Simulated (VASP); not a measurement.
Wanted: the native input for a VASP 6.6.1 run.

- Task: electric field gradients
- Functional: LDA
- Potentials or basis: VASP PAW LDA potentials, release 64 (Al, N)
- Cutoff: 520 eV
- k mesh: 10 × 10 × 10
- Occupations: fermi-dirac, width 0.02 eV
- Spin: no spin polarisation
- Dipole correction: no
- Further INCAR settings: ALGO = Normal; EDIFF = 1e-08; NBANDS = 11

The structure of AlN lies in POSCAR:

```
AlN
1.0
    0.0000000000      2.0373400000      1.9780000000
    2.0373400000      0.0000000000      1.9780000000
    2.0373400000      2.0373400000      0.0000000000
Al N
1 1
Direct
    0.0000000000      0.0000000000      0.0000000000
    0.5000000000      0.5000000000      0.5000000000
```

This cell differs from its parent crystal: equal xx and yy strain of +3 %.

These files were run (other wordings do the same):

INCAR

```
SYSTEM = AlN
ALGO     = Normal         ! electronic algorithm
EDIFF    = 1E-8           ! SCF threshold, eV
ENCUT    = 520            ! plane-wave cutoff, eV
GGA      = CA             ! functional
ISIF     = 2              ! what is computed and relaxed
ISMEAR   = -1             ! smearing method
LASPH    = .TRUE.         ! aspherical terms in the spheres
LCHARG   = .FALSE.        ! write CHGCAR
LEFG     = .TRUE.       
LREAL    = .FALSE.        ! projectors in reciprocal space
LWAVE    = .FALSE.        ! write WAVECAR
NBANDS   = 11             ! bands
NELM     = 100            ! most SCF steps
PREC     = Accurate       ! precision mode
SIGMA    = 0.02           ! smearing width, eV
```

KPOINTS

```
k-points
0
G
  10 10 10
  0 0 0
```

Potentials or basis: VASP PAW LDA potentials, release 64 (Al, N).

Command:

```sh
$ cat potpaw_LDA.64/Al/POTCAR potpaw_LDA.64/N/POTCAR > POTCAR
$ mpirun -np 1 vasp_std > vasp.out
```

It gave:

| Quantity | Value |
| --- | --- |
| Pressure | -3.7 GPa |
| Band gap on the k mesh | 4.28 eV, indirect (least direct gap 5.78 eV) |

Caveat: the cell differs from its parent crystal (equal xx and yy strain of +3 %); without QUAD_EFG the Cq values of the log hold for a quadrupole moment of 1 mb, not for the nuclei.

Wall time 21 s on 1 thread of Intel Xeon 8259CL, with other jobs on the host, peak memory 0.13 GiB.
